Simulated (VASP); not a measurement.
Wanted: the native input for a VASP 6.6.1 run.

* Task: single point
* Functional: PBE
* Potentials or basis: VASP PAW PBE potentials, release 64 (Ge_d, Mo_sv)
* Cutoff: 520 eV
* k mesh: 6 × 6 × 4
* Occupations: gaussian, width 0.1 eV
* Spin: no spin polarisation
* Dipole correction: no
* Further INCAR settings: ALGO = Fast; EDIFF = 1e-06; NBANDS = 28

The structure of GeMo2 lies in POSCAR:

```
GeMo2
1.0
    4.3440155099      0.0000000035      0.0000000000
   -2.1720077580      3.7620277843      0.0000000000
    0.0000000000      0.0000000000      3.0484750467
Ge Mo
1 2
Direct
    0.0000000000      0.0000000000      0.0000000000
    0.3333333333      0.6666666667      0.5000000000
    0.6666666667      0.3333333333      0.5000000000
```

The cell was generated, and may not be a known phase.

One way to write it, as run:

INCAR

```
SYSTEM = GeMo2
PREC = Accurate
ENCUT = 520
EDIFF = 1E-6
ISMEAR = 0
SIGMA = 0.1
LREAL = .False.
LASPH = .True.
NELM = 60
ALGO = Fast
ISIF = 2
LWAVE = .False.
LCHARG = .False.
GGA = PE
NBANDS = 28
```

KPOINTS

```
regular mesh
0
Gamma
  6 6 4
  0 0 0
```

Potentials or basis: VASP PAW PBE potentials, release 64 (Ge_d, Mo_sv).

Launch:

```console
$ cat potpaw_PBE.64/Ge_d/POTCAR potpaw_PBE.64/Mo_sv/POTCAR > POTCAR
$ mpirun -np 1 vasp_std > vasp.out
```

Results of the run:

```json
{
 "Pressure": "0.4 GPa",
 "Band gap on the k mesh": "zero (bands 21 and 22 overlap by 1.32 eV)"
}
```

Caveat: the k points lie up to 0.52 Å⁻¹ apart, too coarse for converged energies and pressures of a metal.

Wall time 21 s on 1 thread of Intel(R) Xeon(R) Platinum 8488C (Sapphire Rapids) (shared host), peak memory 0.17 GiB.
